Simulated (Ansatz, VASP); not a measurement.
## CdTe: VASP beside Ansatz

INCAR

```
SYSTEM = CdTe
PREC     = Accurate       ! precision mode
ENCUT    = 520            ! plane-wave cutoff, eV
EDIFF    = 1E-7           ! SCF threshold, eV
ISMEAR   = 0              ! smearing method
SIGMA    = 0.05           ! smearing width, eV
LREAL    = .False.        ! projectors in reciprocal space
LASPH    = .True.         ! aspherical terms in the spheres
NELM     = 100            ! most SCF steps
ALGO     = Normal         ! electronic algorithm
ISIF     = 2              ! what is computed and relaxed
LWAVE    = .False.        ! write WAVECAR
LCHARG   = .False.        ! write CHGCAR
LDIPOL   = .True.       
IDIPOL   = 3            
DIPOL    = 0.5 0.5 0.500
GGA      = PS             ! functional
NBANDS   = 66             ! bands
```

File KPOINTS:

```
Automatic mesh
0
Gamma
  6 4 1
  0 0 0
```

POSCAR

```
CdTe
1.0
    4.5886583505      0.0000000000      0.0000000000
    0.0000000000      6.4893428723      0.0000000000
    0.0000000000      0.0000000000     26.4716458762
Cd Te
6 6
Direct
    0.5000000000      0.5000000000      0.2833220131
    0.0000000000      0.0000000000      0.3699932079
    0.5000000000      0.5000000000      0.4566644026
    0.0000000000      0.0000000000      0.5433355974
    0.5000000000      0.5000000000      0.6300067921
    0.0000000000      0.0000000000      0.7166779869
    0.0000000000      0.7500000000      0.2833220131
    0.5000000000      0.2500000000      0.3699932079
    0.0000000000      0.7500000000      0.4566644026
    0.5000000000      0.2500000000      0.5433355974
    0.0000000000      0.7500000000      0.6300067921
    0.5000000000      0.2500000000      0.7166779869
```

Input for Ansatz:

```yaml
crystal:
  lattice:
    - [4.5886583505, 0.0, 0.0]
    - [0.0, 6.4893428723, 0.0]
    - [0.0, 0.0, 26.4716458762]
  atoms:
    - { symbol: Cd, position: [0.5, 0.5, 0.2833220131] }
    - { symbol: Te, position: [0.0, 0.75, 0.2833220131] }
    - { symbol: Cd, position: [0.0, 0.0, 0.3699932079] }
    - { symbol: Te, position: [0.5, 0.25, 0.3699932079] }
    - { symbol: Cd, position: [0.5, 0.5, 0.4566644026] }
    - { symbol: Te, position: [0.0, 0.75, 0.4566644026] }
    - { symbol: Cd, position: [0.0, 0.0, 0.5433355974] }
    - { symbol: Te, position: [0.5, 0.25, 0.5433355974] }
    - { symbol: Cd, position: [0.5, 0.5, 0.6300067921] }
    - { symbol: Te, position: [0.0, 0.75, 0.6300067921] }
    - { symbol: Cd, position: [0.0, 0.0, 0.7166779869] }
    - { symbol: Te, position: [0.5, 0.25, 0.7166779869] }
basis:
  ecutwfc: 420
kpoints:
  mp_grid: { grid: [6, 4, 1] }
hamiltonian:
  xc: pbesol
scf:
  occupations: { method: gaussian, width: 0.05 }
output:
  forces: true
  stress: true
  eigenvalues: true
  write_density: true
  write_potential: true
  elf: true
  volumetric_format: npy
efield:
  axis: 3
  dipole_correction: true
```

Alike in both runs: task single point; functional PBEsol; k mesh 6 × 4 × 1; occupations gaussian, width 0.05 eV; no spin polarisation.

|  | VASP | Ansatz |
| --- | --- | --- |
| version | VASP 6.6.1 | Ansatz 0.2.0 |
| potentials or method | VASP PAW PBE potentials, release 64 (Cd, Te), cutoff 520 eV | scalar-relativistic, plane waves, PAW |
| valence electrons in the cell | 108 | 216 |

|  | VASP | Ansatz | Ansatz less VASP |
| --- | --- | --- | --- |
| gap on the k mesh at the Fermi level (eV) | 0.75 | 0.76 | +0.007 |
| least direct gap on the mesh (eV) | 0.75 | 0.76 | +0.007 |
| rms of the force components (eV/Å) | 0.317 | 0.318 | +0.0011 |

VASP's potentials were made for PBE, not for PBEsol. The functional is the same, so the differences come from potentials, cutoffs and numerics. VASP's potentials hold 108 valence electrons a cell and Ansatz's 216, so a difference there can come from the potentials and not from the codes. Ansatz's warnings: xc potential rough in thin density.

Neither program's run includes spin-orbit coupling.
